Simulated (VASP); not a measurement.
# Se (P1) in VASP: notebook, part 2 of 2

VASP 6.6.1. The steps go on from the part before.

### Step 3. Single point, PBEsol (equal xy, yz and zx shear strains of +3 %)

INCAR

```
SYSTEM = Se
  PREC = Accurate
  ENCUT = 520
  EDIFF = 1E-7
  ISMEAR = -1
  SIGMA = 0.03
  LREAL = .False.
  LASPH = .True.
  NELM = 60
  ALGO = Normal
  ISIF = 2
  LWAVE = .False.
  LCHARG = .True.
  GGA = PS
  LELF = .True.
  LVHAR = .True.
  NBANDS = 16
```

KPOINTS

```
regular mesh
0
Gamma
  6 6 5
  0 0 0
```

POSCAR

```
Se
1.0
    4.3661999489      0.0654929992      0.0654929992
   -2.1263813734      3.7484935742      0.0239721015
    0.0743040000      0.0743040000      4.9536000000
Se
3
Direct
    0.2254000000      0.0000000000      0.3333333333
    0.0000000000      0.2254000000      0.6666666667
    0.7746000000      0.7746000000      0.0000000000
```

Potentials or basis: VASP PAW PBE potentials, release 64 (Se).

Started as:

```
$ cat potpaw_PBE.64/Se/POTCAR > POTCAR
$ mpirun -np 1 vasp_std > vasp.out
```

OUTCAR:

```text
SYSTEM = Se
   PREC = Accurate
   ENCUT = 520
   EDIFF = 1E-7
   ISMEAR = -1
   LREAL = .False.
   LASPH = .True.
   NELM = 60
   ISIF = 2
   GGA = PS

 ion  position               nearest neighbor table
   1  0.225  0.000  0.333-   2 2.34   3 2.44
   2  0.000  0.225  0.667-   3 2.34   1 2.34
   3  0.775  0.775  0.000-   2 2.34   1 2.44

  LATTYP: Found a triclinic cell.
 ALAT       =     4.4239444885
 B/A-ratio  =     0.9741696453
 C/A-ratio  =     1.1199766289
 COS(alpha) =     0.0112057054
 COS(beta)  =     0.0407400298
[... 633 lines left out ...]
      5      -2.4599      2.00000
      6      -1.0727      2.00000
[... 8 lines left out ...]
     15      11.7891      0.00000
     16      12.2539      0.00000

 [... further k-points ...]
[... 5 lines left out ...]
  --------------------------------------------------------------------------------------
  -------------------------------------------------------------------------------------
  Total       -0.2785609      0.3498344      0.9003381     -0.5028134     -0.7227117     -0.9967001
  in kB       -5.4608743      6.8581115     17.6501226     -9.8570940    -14.1679562    -19.5391907
  external PRESSURE =       6.3491200 kB  Pullay stress =       0.0000000 kB

 VOLUME and BASIS-vectors are now :
 -----------------------------------------------------------------------------
  energy-cutoff  :      520.00
  volume of cell :       81.73
      direct lattice vectors                 reciprocal lattice vectors
     4.366199949  0.065492999  0.065492999     0.227178669  0.128904191 -0.005341243
    -2.126381373  3.748493574  0.023972101    -0.003910061  0.264580806 -0.003910061
     0.074304000  0.074304000  4.953600000    -0.002984674 -0.002984674  0.201962925

 POSITION                                       TOTAL-FORCE (eV/Angst)
 -----------------------------------------------------------------------------------
      1.00891      0.03953      1.66596         0.233307     -0.228135     -0.460423
     -0.42975      0.89445      3.30780        -0.316228      0.548666     -0.069273
      1.73496      2.95431      0.06930         0.082920     -0.320530      0.529696
 -----------------------------------------------------------------------------------
    total drift:                                0.000017      0.000050     -0.000019

  FREE ENERGIE OF THE ION-ELECTRON SYSTEM (eV)
  ---------------------------------------------------
  free  energy   TOTEN  =       -11.4518709706 eV

  energy  without entropy=      -11.4518709666  energy(sigma->0) =      -11.45187097
```

OSZICAR:

```text
N       E                     dE             d eps       ncg     rms          rms(c)
DAV:   1     0.806146984643E+02    0.80615E+02   -0.71777E+03  2944   0.932E+02
DAV:   2    -0.621739349756E+01   -0.86832E+02   -0.82193E+02  3952   0.154E+02
DAV:   3    -0.115136370627E+02   -0.52962E+01   -0.52733E+01  3584   0.433E+01
DAV:   4    -0.115526272678E+02   -0.38990E-01   -0.38979E-01  3912   0.433E+00
DAV:   5    -0.115528944513E+02   -0.26718E-03   -0.26718E-03  3632   0.357E-01    0.710E+00
DAV:   6    -0.114807639466E+02    0.72131E-01   -0.35176E-02  3704   0.115E+00    0.437E+00
DAV:   7    -0.114525530417E+02    0.28211E-01   -0.71592E-02  3456   0.159E+00    0.191E-01
DAV:   8    -0.114518002944E+02    0.75275E-03   -0.82176E-03  3416   0.548E-01    0.870E-02
DAV:   9    -0.114518550413E+02   -0.54747E-04   -0.24295E-04  4160   0.987E-02    0.301E-02
DAV:  10    -0.114518699119E+02   -0.14871E-04   -0.22886E-05  3632   0.314E-02    0.594E-03
DAV:  11    -0.114518709506E+02   -0.10388E-05   -0.34337E-06  3976   0.110E-02    0.353E-03
DAV:  12    -0.114518709706E+02   -0.19958E-07   -0.82719E-07  3800   0.564E-03
   1 F= -.11451871E+02 E0= -.11451871E+02  d E =-.398558E-08
```

stdout:

```text
POSCAR found type information on POSCAR Se
 POSCAR found :  1 types and       3 ions
 scaLAPACK will be used
 -----------------------------------------------------------------------------
|                                                                             |
|                                                                             |
|     You enforced a specific xc type in the INCAR file but a different       |
|     I HOPE YOU KNOW WHAT YOU ARE DOING!                                     |
|                                                                             |
 -----------------------------------------------------------------------------

 LDA part: xc-table for (Slater+PW92), standard interpolation
 POSCAR, INCAR and KPOINTS ok, starting setup
 FFT: planning ... GRIDC
 FFT: planning ... GRID_SOFT
 FFT: planning ... GRID
 WAVECAR not read
 entering main loop
```

Run time: 2.9 min. Hardware: 1 thread of AMD EPYC 7R43 (Zen 3), shared host; peak memory 0.2 GiB.

What came out:

| Quantity | Value |
| --- | --- |
| Free energy | -11.4519 eV |
| Pressure | 0.6 GPa |
| Largest force | 0.637 eV/Å |
| Band gap on the k mesh | 0.97 eV, indirect (least direct gap 1.31 eV) |

Forces in eV/Å, atoms in the order of the input:
```
Se   0.233 -0.228 -0.460
Se  -0.316  0.549 -0.069
Se   0.083 -0.321  0.530
```

Caveat: the cell differs from its parent crystal (equal xy, yz and zx shear strains of +3 %); the PAW data sets were made with another functional, which shifts forces and pressure a little.

### Step 4. Single point, PBEsol (equal xy, yz and zx shear strains of -3 %)

INCAR

```
PREC = Accurate ; ENCUT = 520
EDIFF = 1E-7 ; ISMEAR = -1
SIGMA = 0.03 ; LREAL = False
LASPH = True ; NELM = 60
ALGO = Normal ; ISIF = 2
LWAVE = False ; LCHARG = False
GGA = PS ; NBANDS = 16
```

KPOINTS

```
regular mesh
0
Gamma
  6 6 5
```

POSCAR

```
Se
1.0
    4.3661999489     -0.0654929992     -0.0654929992
   -2.2398185756      3.8139865734     -0.0239721015
   -0.0743040000     -0.0743040000      4.9536000000
Se
3
Direct
    0.2254000000      0.0000000000      0.3333333333
    0.0000000000      0.2254000000      0.6666666667
    0.7746000000      0.7746000000      0.0000000000
```

Potentials or basis: VASP PAW PBE potentials, release 64 (Se).

Started as:

```
$ cat potpaw_PBE.64/Se/POTCAR > POTCAR
$ mpirun -np 1 vasp_std > vasp.out
```

OUTCAR:

```text
PREC = Accurate
   ENCUT = 520
   EDIFF = 1E-7
   ISMEAR = -1
   LREAL = False
   LASPH = True
   NELM = 60
   ISIF = 2
   GGA = PS

 ion  position               nearest neighbor table
   1  0.225  0.000  0.333-   3 2.31   2 2.40
   2  0.000  0.225  0.667-   1 2.40   3 2.41
   3  0.775  0.775  0.000-   1 2.31   2 2.41

  LATTYP: Found a triclinic cell.
 ALAT       =     4.3105342853
 B/A-ratio  =     1.0131417463
 C/A-ratio  =     1.1494432260
 COS(alpha) =     0.0297616073
 COS(beta)  =     0.0411893908
 COS(gamma) =     0.4804578458

  Lattice vectors:

 A1 = (   2.1263813733,   3.7484935742,  -0.0894651007)
 A2 = (   4.3661999489,  -0.0654929992,  -0.0654929992)
 A3 = (   0.0743040000,   0.0743040000,  -4.9536000000)

Analysis of symmetry for initial positions (statically):
=====================================================================
 Subroutine PRICEL returns:
 Original cell was already a primitive cell.

 Routine SETGRP: Setting up the symmetry group for a
 triclinic supercell.

 Subroutine GETGRP returns: Found  1 space group operations
 (whereof  1 operations were pure point group operations)
 out of a pool of  2 trial point group operations.

The static configuration has the point symmetry C_1 .

Analysis of symmetry for dynamics (positions and initial velocities):
=====================================================================
 Subroutine PRICEL returns:
 Original cell was already a primitive cell.

 Routine SETGRP: Setting up the symmetry group for a
 triclinic supercell.

 Subroutine GETGRP returns: Found  1 space group operations
 (whereof  1 operations were pure point group operations)
[... 117 lines left out ...]
   EMIN   =  10.00;   EMAX   =-10.00  energy-range for DOS
   EFERMI =   0.00;   METHOD = LEGACY
   ISMEAR =    -1;   SIGMA  =   0.03  broadening in eV -4-tet -1-fermi 0-gaus
   EFERMI_NEDOS =   21; number of points for ismear=-14 and -15
   IALGO  =     38    algorithm
   IMIX   =      4    mixing-type and parameters
     AMIX     =   0.40;   BMIX     =  1.00
     AMIX_MAG =   1.60;   BMIX_MAG =  1.00
  volume/ion in A,a.u.               =      27.24       183.84
  Fermi-wavevector in a.u.,A,eV,Ry     =   0.988655  1.868287 13.298862  0.977439
  Thomas-Fermi vector in A             =   2.120197
   LORBIT       =      0    0 simple, 1 ext, 2 COOP (PROOUT), +10 PAW based schemes
   GGA     = PS    functional components
   LHFCALC =     F    Hartree Fock is set to
   AEXX    =    0.0000 exact exchange contribution
   IVDW    =     0    specifies the selected vdW correction
   LEPSILON=     F    determine dielectric tensor
   LRPA    =     F    only Hartree local field effects (RPA)
 non-spin polarized calculation
  energy-cutoff  :      520.00
  volume of cell :       81.73
 maximum number of plane-waves:      2215
   NGX = 17   NGY = 17   NGZ = 19

 number of electron      18.0000000 magnetization

 Free energy of the ion-electron system (eV)
  ---------------------------------------------------
  ext. energy  EPLUGINS =         0.00000000
  ---------------------------------------------------
  free energy    TOTEN  =       -11.44738784 eV

  energy without entropy =      -11.44738783  energy(sigma->0) =      -11.44738784

 E-fermi :   3.0749     XC(G=0):  -9.0371

 val. band max:        2.5597050042   @ k =   0.5000   0.1667   0.4000
 cond. band min:       3.5780016178   @ k =  -0.0000   0.0000   0.4000
 fundamental gap:      1.0182966137
 Fermi energy:         3.0749188580

 k-point     1 :       0.0000    0.0000    0.0000
  band No.  band energies     occupation
      1     -13.3217      2.00000
      2      -9.2939      2.00000
      3      -9.0271      2.00000
      4      -1.3486      2.00000
      5      -1.2634      2.00000
      6      -1.1561      2.00000
[... 433 lines left out ...]
      3      -8.5977      2.00000
      4      -2.7166      2.00000
      5      -2.5074      2.00000
      6      -1.1130      2.00000
[... 8 lines left out ...]
     15      11.9252      0.00000
     16      12.0789      0.00000

 [... further k-points ...]

------------------------ aborting loop because EDIFF is reached ----------------------------------------

  FORCE on cell =-STRESS in cart. coord.  units (eV):
  Direction    XX          YY          ZZ          XY          YZ          ZX
  --------------------------------------------------------------------------------------
  -------------------------------------------------------------------------------------
  Total        0.4049554     -0.3129708      0.9162415      0.5949252      0.8007702      1.2011113
  in kB        7.9388057     -6.1355265     17.9621342     11.6630004     15.6984164     23.5467635
  external PRESSURE =       6.5884711 kB  Pullay stress =       0.0000000 kB

 VOLUME and BASIS-vectors are now :
 -----------------------------------------------------------------------------
  energy-cutoff  :      520.00
  volume of cell :       81.73
      direct lattice vectors                 reciprocal lattice vectors
     4.366199949 -0.065492999 -0.065492999     0.231151397  0.135781583  0.005503995
    -2.239818576  3.813986573 -0.023972101     0.004029204  0.264584380  0.004029204
    -0.074304000 -0.074304000  4.953600000     0.003075619  0.003075619  0.201965654

 POSITION                                       TOTAL-FORCE (eV/Angst)
 -----------------------------------------------------------------------------------
      0.95937     -0.03953      1.63644         0.519667      0.267473      0.549300
     -0.55439      0.81014      3.29700        -0.029855      0.054790      0.051367
      1.64710      2.90358     -0.06930        -0.489813     -0.322263     -0.600667
 -----------------------------------------------------------------------------------
    total drift:                                0.000006     -0.000009     -0.000037

  FREE ENERGIE OF THE ION-ELECTRON SYSTEM (eV)
  ---------------------------------------------------
  free  energy   TOTEN  =       -11.4473878361 eV

  energy  without entropy=      -11.4473878349  energy(sigma->0) =      -11.44738784
```

Wall time 3 min (1 thread of AMD EPYC 7R43 (Zen 3), shared host); peak memory 0.21 GiB.

Results:

* Free energy: -11.4474 eV
* Pressure: 0.7 GPa
* Largest force: 0.839 eV/Å
* Band gap on the k mesh: 1.02 eV, indirect (least direct gap 1.38 eV)

Forces on the atoms (eV/Å):
```
Se   0.520  0.267  0.549
Se  -0.030  0.055  0.051
Se  -0.490 -0.322 -0.601
```

Levels at points of the mesh, in eV from the valence-band top:
| k point | band 6 | band 7 | band 8 | band 9 | band 10 | band 11 | band 12 | band 13 |
| --- | --- | --- | --- | --- | --- | --- | --- | --- |
| (0.00, 0.00, 0.00) | -3.72 | -2.08 | -2.03 | -0.40 | 1.66 | 1.85 | 2.40 | 5.87 |
| (0.50, 0.00, 0.00) | -3.52 | -2.79 | -1.77 | -1.03 | 1.77 | 2.23 | 4.47 | 5.04 |
| (0.00, 0.50, 0.00) | -3.45 | -3.00 | -1.82 | -0.97 | 1.83 | 2.45 | 3.95 | 5.19 |
| (0.50, 0.50, 0.00) | -3.40 | -2.97 | -1.81 | -0.90 | 1.84 | 2.52 | 3.96 | 5.21 |

Caveat: the cell differs from its parent crystal (equal xy, yz and zx shear strains of -3 %); the PAW data sets were made with another functional, which shifts forces and pressure a little. A k mesh can miss the band edges.

### Step 5. Overview

| cell | gap on the mesh (eV) | pressure (GPa) | largest force (eV/Å) |
| --- | --- | --- | --- |
| a = 4.367, b = 4.404, c = 4.954 Å, angles 90.4, 91.1, 120.9°, 3 atoms | 1.10 | 0.5 | 0.62 |
| a = 4.367, b = 4.310, c = 4.955 Å, angles 89.4, 88.3, 118.7°, 3 atoms | 0.97 | 0.6 | 0.64 |
| a = 4.367, b = 4.423, c = 4.955 Å, angles 90.6, 91.7, 121.3°, 3 atoms | 1.02 | 0.7 | 0.84 |

Alike in all rows: task single point; level PBEsol; potentials or basis VASP PAW PBE potentials, release 64 (Se); no spin polarisation; k mesh 6 × 6 × 5; cutoff (eV) 520; smearing fermi-dirac 0.03 eV.

Caveats: the PAW data sets were made with another functional, which shifts forces and pressure a little.

Total energies depend on the potentials used, so only differences within one code and one set of settings carry meaning.
